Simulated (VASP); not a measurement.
# SiC (Moissanite 3C) (F-43m) in VASP: notebook, part 2 of 2

VASP 6.6.1. The steps go on from the part before.

## Step 3: Single point, LDA

Input file INCAR:

```
PREC = Accurate ; ENCUT = 600
EDIFF = 1E-6 ; ISMEAR = 1
SIGMA = 0.025 ; LREAL = False
LASPH = True ; NELM = 120
ALGO = Normal ; ISIF = 2
LWAVE = False ; LCHARG = True
LELF = True ; LVHAR = True
NBANDS = 11 ; GGA_COMPAT = False
```

Input file KPOINTS:

```
Automatic mesh
0
Gamma
  9 9 9
```

Input file POSCAR:

```
SiC
1.0
    0.0000000000      2.1790000000      2.1790000000
    2.1790000000      0.0000000000      2.1790000000
    2.1790000000      2.1790000000      0.0000000000
Si C
1 1
Direct
    0.0000000000      0.0000000000      0.0000000000
    0.7500000000      0.7500000000      0.7500000000
```

Potentials or basis: VASP PAW LDA potentials, release 64 (Si, C).

Launch:

```
$ cat potpaw_LDA.64/Si/POTCAR potpaw_LDA.64/C/POTCAR > POTCAR
$ mpirun -np 1 vasp_std > vasp.out
```

OUTCAR:

```text
PREC = Accurate
   ENCUT = 600
   EDIFF = 1E-6
   ISMEAR = 1
   LREAL = False
   LASPH = True
   NELM = 120
   ISIF = 2

 ion  position               nearest neighbor table
   1  0.000  0.000  0.000-   2 1.89   2 1.89   2 1.89   2 1.89
   2  0.750  0.750  0.750-   1 1.89   1 1.89   1 1.89   1 1.89

  LATTYP: Found a face centered cubic cell.
 ALAT       =     4.3580000000

  Lattice vectors:

 A1 = (   0.0000000000,   2.1790000000,   2.1790000000)
 A2 = (   2.1790000000,   0.0000000000,   2.1790000000)
 A3 = (   2.1790000000,   2.1790000000,   0.0000000000)

Analysis of symmetry for initial positions (statically):
=====================================================================
 Subroutine PRICEL returns:
 Original cell was already a primitive cell.

 Routine SETGRP: Setting up the symmetry group for a
 face centered cubic supercell.

 Subroutine GETGRP returns: Found 24 space group operations
 (whereof 24 operations were pure point group operations)
 out of a pool of 48 trial point group operations.

The static configuration has the point symmetry T_d .

Analysis of symmetry for dynamics (positions and initial velocities):
=====================================================================
 Subroutine PRICEL returns:
 Original cell was already a primitive cell.

 Routine SETGRP: Setting up the symmetry group for a
 face centered cubic supercell.

 Subroutine GETGRP returns: Found 24 space group operations
 (whereof 24 operations were pure point group operations)
 out of a pool of 48 trial point group operations.

The dynamic configuration has the point symmetry T_d .

 Subroutine INISYM returns: Found 24 space group operations
 (whereof 24 operations are pure point group operations),
 and found     1 'primitive' translations

----------------------------------------------------------------------------------------

                                     Primitive cell

  volume of cell :      20.6920

  direct lattice vectors                    reciprocal lattice vectors
     0.000000000  2.179000000  2.179000000    -0.229463056  0.229463056  0.229463056
     2.179000000  0.000000000  2.179000000     0.229463056 -0.229463056  0.229463056
     2.179000000  2.179000000  0.000000000     0.229463056  0.229463056 -0.229463056

  length of vectors
     3.081571352  3.081571352  3.081571352     0.397441672  0.397441672  0.397441672

  position of ions in fractional coordinates (direct lattice)
     0.000000000  0.000000000  0.000000000
     0.750000000  0.750000000  0.750000000

  ion indices of the primitive-cell ions
   primitive index   ion index
                 1           1
                 2           2

----------------------------------------------------------------------------------------

 KPOINTS: Automatic mesh

Automatic generation of k-mesh.
 Grid dimensions read from file:
 generate k-points for:    9    9    9

 Generating k-lattice:

  Cartesian coordinates                     Fractional coordinates (reciprocal lattice)
    -0.025495895  0.025495895  0.025495895     0.111111111  0.000000000  0.000000000
     0.025495895 -0.025495895  0.025495895     0.000000000  0.111111111  0.000000000
     0.025495895  0.025495895 -0.025495895     0.000000000  0.000000000  0.111111111

  Length of vectors
     0.044160186  0.044160186  0.044160186

  Shift w.r.t. Gamma in fractional coordinates (k-lattice)
     0.000000000  0.000000000  0.000000000

 Subroutine IBZKPT returns following result:
 ===========================================

 Found     35 irreducible k-points:

 Following reciprocal coordinates:
            Coordinates               Weight
  0.000000  0.000000  0.000000      1.000000
  0.111111  0.000000  0.000000      8.000000
  0.222222  0.000000  0.000000      8.000000
  0.333333  0.000000  0.000000      8.000000
  0.444444  0.000000  0.000000      8.000000
  0.111111  0.111111  0.000000      6.000000
[... 16 lines left out ...]
 -0.333333  0.333333  0.000000     12.000000
  0.444444  0.444444  0.000000      6.000000
 [... further k-points ...]
   k-points           NKPTS =     35   k-points in BZ     NKDIM =     35   number of bands    NBANDS=     11
   number of dos      NEDOS =    301   number of ions     NIONS =      2
   total plane-waves  NPLWV =  21952
   dimension x,y,z NGX =    28 NGY =   28 NGZ =   28
   dimension x,y,z NGXF=    56 NGYF=   56 NGZF=   56
   ions per type =               1   1
   NGX,Y,Z   is equivalent  to a cutoff of  15.11, 15.11, 15.11 a.u.
   NGXF,Y,Z  is equivalent  to a cutoff of  30.21, 30.21, 30.21 a.u.
 SYSTEM =  unknown system
   PREC   = accura    normal or accurate (medium, high low for compatibility)
   ISTART =      0    job   : 0-new  1-cont  2-samecut
   ICHARG =      2    charge: 1-file 2-atom 10-const
   ISPIN  =      1    spin polarized calculation?
   LNONCOLLINEAR =      F non collinear calculations
   LSORBIT =      F    spin-orbit coupling
   LASPH  =      T    aspherical Exc in radial PAW
   ENCUT  =  600.0 eV  44.10 Ry    6.64 a.u.   6.15  6.15  6.15*2*pi/ulx,y,z
   NELM   =    120;   NELMIN=  2; NELMDL= -5     # of ELM steps
   EDIFF  = 0.1E-05   stopping-criterion for ELM
   LREAL  =      F    real-space projection
   EDIFFG = 0.1E-04   stopping-criterion for IOM
   NSW    =      0    number of steps for IOM
   IBRION =     -1    ionic relax: 0-MD 1-quasi-New 2-CG
   NFREE  =      0    steps in history (QN), initial steepest desc. (CG)
   ISIF   =      2    stress and relaxation
   ISYM   =      2    0-nonsym 1-usesym 2-fastsym
   POTIM  = 0.5000    time-step for ionic-motion
   TEBEG  =    0.0;   TEEND  =   0.0 temperature during run
   PSTRESS=    0.0 pullay stress
   NELECT =       8.0000    total number of electrons
   NUPDOWN=      -1.0000    fix difference up-down
   EMIN   =  10.00;   EMAX   =-10.00  energy-range for DOS
   EFERMI =   0.00;   METHOD = LEGACY
   ISMEAR =     1;   SIGMA  =   0.03  broadening in eV -4-tet -1-fermi 0-gaus
   EFERMI_NEDOS =   21; number of points for ismear=-14 and -15
   IALGO  =     38    algorithm
   IMIX   =      4    mixing-type and parameters
     AMIX     =   0.40;   BMIX     =  1.00
     AMIX_MAG =   1.60;   BMIX_MAG =  1.00
  volume/ion in A,a.u.               =      10.35        69.82
  Fermi-wavevector in a.u.,A,eV,Ry     =   1.192626  2.253736 19.352338  1.422357
  Thomas-Fermi vector in A             =   2.328660
   LORBIT       =      0    0 simple, 1 ext, 2 COOP (PROOUT), +10 PAW based schemes
   GGA     = CA    functional components
   LHFCALC =     F    Hartree Fock is set to
   AEXX    =    0.0000 exact exchange contribution
   IVDW    =     0    specifies the selected vdW correction
   LEPSILON=     F    determine dielectric tensor
   LRPA    =     F    only Hartree local field effects (RPA)
 non-spin polarized calculation
 Methfessel and Paxton  Order N= 1 SIGMA  =   0.03
  energy-cutoff  :      600.00
  volume of cell :       20.69
 maximum number of plane-waves:       702
 NGX is ok and might be reduce to    28
   NGX = 13   NGY = 13   NGZ = 13

 number of electron       8.0000000 magnetization

 Free energy of the ion-electron system (eV)
  ---------------------------------------------------
  ext. energy  EPLUGINS =         0.00000000
  ---------------------------------------------------
  free energy    TOTEN  =       -16.63969770 eV

  energy without entropy =      -16.63970367  energy(sigma->0) =      -16.63969969

 E-fermi :   8.0820     XC(G=0): -11.5565

 val. band max:        8.0609397765   @ k =   0.0000   0.0000   0.0000
 cond. band min:       9.5094298044   @ k =   0.4444   0.4444   0.0000
 fundamental gap:      1.4484900279
 Fermi energy:         8.0819866218

 k-point     1 :       0.0000    0.0000    0.0000
  band No.  band energies     occupation
      1      -7.2546      2.00000
      2       8.0609      2.00000
      3       8.0609      2.00000
      4       8.0609      2.00000
      5      14.3522      0.00000
      6      15.2533      0.00000
      7      15.2533      0.00000
      8      15.2533      0.00000
      9      22.5212      0.00000
     10      22.5212      0.00000
     11      24.2316      0.00000
[... 309 lines left out ...]
 k-point    24 :       0.4444    0.4444    0.0000
  band No.  band energies     occupation
      1      -2.6447      2.00000
      2       0.8006      2.00000
      3       4.9335      2.00000
      4       4.9335      2.00000
      5       9.5094      0.00000
      6      12.3476      0.00000
      7      21.6304      0.00000
      8      21.6304      0.00000
      9      22.3980      0.00000
     10      27.5811      0.00000
     11      30.3785      0.00000

 [... further k-points ...]
[... 5 lines left out ...]
  --------------------------------------------------------------------------------------
  -------------------------------------------------------------------------------------
  Total       -0.5388826     -0.5388826     -0.5388826     -0.0000000     -0.0000000      0.0000000
  in kB      -41.7256483    -41.7256483    -41.7256483     -0.0000000     -0.0000000      0.0000000
  external PRESSURE =     -41.7256483 kB  Pullay stress =       0.0000000 kB

 VOLUME and BASIS-vectors are now :
 -----------------------------------------------------------------------------
  energy-cutoff  :      600.00
  volume of cell :       20.69
      direct lattice vectors                 reciprocal lattice vectors
     0.000000000  2.179000000  2.179000000    -0.229463056  0.229463056  0.229463056
     2.179000000  0.000000000  2.179000000     0.229463056 -0.229463056  0.229463056
     2.179000000  2.179000000  0.000000000     0.229463056  0.229463056 -0.229463056

 POSITION                                       TOTAL-FORCE (eV/Angst)
 -----------------------------------------------------------------------------------
      0.00000      0.00000      0.00000        -0.000000      0.000000      0.000000
      3.26850      3.26850      3.26850         0.000000     -0.000000      0.000000
 -----------------------------------------------------------------------------------
    total drift:                                0.000000      0.000000      0.000000

  FREE ENERGIE OF THE ION-ELECTRON SYSTEM (eV)
  ---------------------------------------------------
  free  energy   TOTEN  =       -16.6396977013 eV

  energy  without entropy=      -16.6397036662  energy(sigma->0) =      -16.63969969
```

OSZICAR:

```text
N       E                     dE             d eps       ncg     rms          rms(c)
DAV:   1     0.424723830074E+01    0.42472E+01   -0.43500E+03   786   0.695E+02
DAV:   2    -0.179620429094E+02   -0.22209E+02   -0.21277E+02   977   0.114E+02
DAV:   3    -0.186702580615E+02   -0.70822E+00   -0.70714E+00   955   0.175E+01
DAV:   4    -0.186732572761E+02   -0.29992E-02   -0.29991E-02   880   0.148E+00
DAV:   5    -0.186732718960E+02   -0.14620E-04   -0.14620E-04   941   0.957E-02    0.906E+00
DAV:   6    -0.167288708688E+02    0.19444E+01   -0.72073E+00   860   0.119E+01    0.397E+00
DAV:   7    -0.166607565898E+02    0.68114E-01   -0.38170E-01   917   0.358E+00    0.178E+00
DAV:   8    -0.166401107928E+02    0.20646E-01   -0.26376E-02   896   0.980E-01    0.180E-01
DAV:   9    -0.166396819487E+02    0.42884E-03   -0.20382E-03   946   0.243E-01    0.977E-02
DAV:  10    -0.166396974922E+02   -0.15544E-04   -0.13126E-04   869   0.709E-02    0.320E-02
DAV:  11    -0.166396977013E+02   -0.20906E-06   -0.48535E-06   929   0.129E-02
   1 F= -.16639698E+02 E0= -.16639700E+02  d E =0.596492E-05
```

Run time: 5.8 s. Hardware: 1 thread of Intel Xeon Platinum 8559C (Emerald Rapids), shared host; peak memory 0.13 GiB.

Results:

| Item | Value |
| --- | --- |
| Free energy | -16.6397 eV |
| Pressure | -4.2 GPa |
| Band gap on the k mesh | 1.45 eV, indirect (least direct gap 4.58 eV) |

A k mesh can miss the band edges. A hybrid or GW would open this gap; LDA tends to underestimate it.

## Step 4: Single point, LDA

Input file INCAR:

```
SYSTEM = SiC
PREC = Accurate
ENCUT = 600
EDIFF = 1E-6
ISMEAR = 1
SIGMA = 0.01
LREAL = .False.
LASPH = .True.
NELM = 120
ALGO = Normal
ISIF = 2
LWAVE = .False.
LCHARG = .False.
GGA = CA
NBANDS = 11
GGA_COMPAT = .False.
```

Input file KPOINTS:

```
regular mesh
0
Gamma
  9 9 9
  0 0 0
```

POSCAR is that of step 3.

Launch:

```
$ cat potpaw_LDA.64/Si/POTCAR potpaw_LDA.64/C/POTCAR > POTCAR
$ mpirun -np 1 vasp_std > vasp.out
```

Wall time 5.7 s (1 thread of Intel Xeon Platinum 8559C (Emerald Rapids), shared host); peak memory 0.13 GiB.

The run converged. Its results:

| Item | Value |
| --- | --- |
| Free energy | -16.6397 eV |
| Pressure | -4.2 GPa |
| Band gap on the k mesh | 1.45 eV, indirect (least direct gap 4.58 eV) |

Levels at points of the mesh, in eV from the valence-band top:
| k point | band 2 | band 3 | band 4 | band 5 | band 6 | band 7 |
| --- | --- | --- | --- | --- | --- | --- |
| (0.00, 0.00, 0.00) | 0.00 | 0.00 | 0.00 | 6.29 | 7.19 | 7.19 |

## Step 5: Overview

```tsv
smearing	gap on the mesh (eV)	pressure (GPa)
methfessel-paxton 0.05 eV	1.45	-4.2
methfessel-paxton 0.025 eV	1.45	-4.2
methfessel-paxton 0.01 eV	1.45	-4.2
```

Alike in all rows: task single point; level LDA; potentials or basis VASP PAW LDA potentials, release 64 (Si, C); no spin polarisation; cell as given; k mesh 9 × 9 × 9; cutoff (eV) 600.

On the cell as given the gap runs from 1.45 eV (LDA) to 1.45 eV (LDA).

Absolute energies hang on the potentials; compare differences alone.
